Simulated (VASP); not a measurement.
The system is Mn.

```
Mn
1.0
     2.38793    0.00000    0.00000
     0.00000    2.38793    0.00000
     0.00000    0.00000    2.38793
Mn
1
Direct
  0.00000 0.00000 0.00000
```

| Quantity | Value |
| --- | --- |
| Program | VASP 6.6.1 |
| Task | relaxation of cell and atoms |
| Functional | PBE |
| Potentials or basis | VASP PAW PBE potentials, release 64 (Mn_pv) |
| Cutoff | 600 eV |
| k mesh | 14 × 14 × 14 |
| Occupations | fermi-dirac, width 0.05 eV |
| Spin | collinear spin, ferromagnetic start |
| Starting moments | [4.0] μB |

At the start: pressure -12.5 GPa; volume 13.62 Å³/atom.

Question: Where does the relaxation end?

Answer: Over 5 steps the energy falls by 104.3 meV/atom and the volume is 11.98 Å³/atom (-12.0 %); space group Pm-3m (No. 221, to 0.05 Å); moment 0.47 μB per cell.

The path:
| step | energy change (eV) | largest force (eV/Å) | pressure (GPa) | volume (Å³) |
| --- | --- | --- | --- | --- |
| 1 | 0.0000 | 0.0000 | -12.46 | 13.62 |
| 2 | -0.0978 | 0.0000 | 6.21 | 11.63 |
| 3 | -0.1040 | 0.0000 | 1.34 | 11.90 |
| 4 | -0.1041 | 0.0000 | -1.02 | 12.04 |
| 5 | -0.1043 | 0.0000 | 0.02 | 11.98 |

Final structure:
```xyz
1
Lattice="2.2880 0.0000 0.0000 0.0000 2.2880 0.0000 0.0000 0.0000 2.2880" Properties=species:S:1:pos:R:3 pbc="T T T"
Mn    0.0000    0.0000    0.0000
```

Caveat: the moment fell far below its start of 4 μB, so a state of higher moment may lie lower in energy.
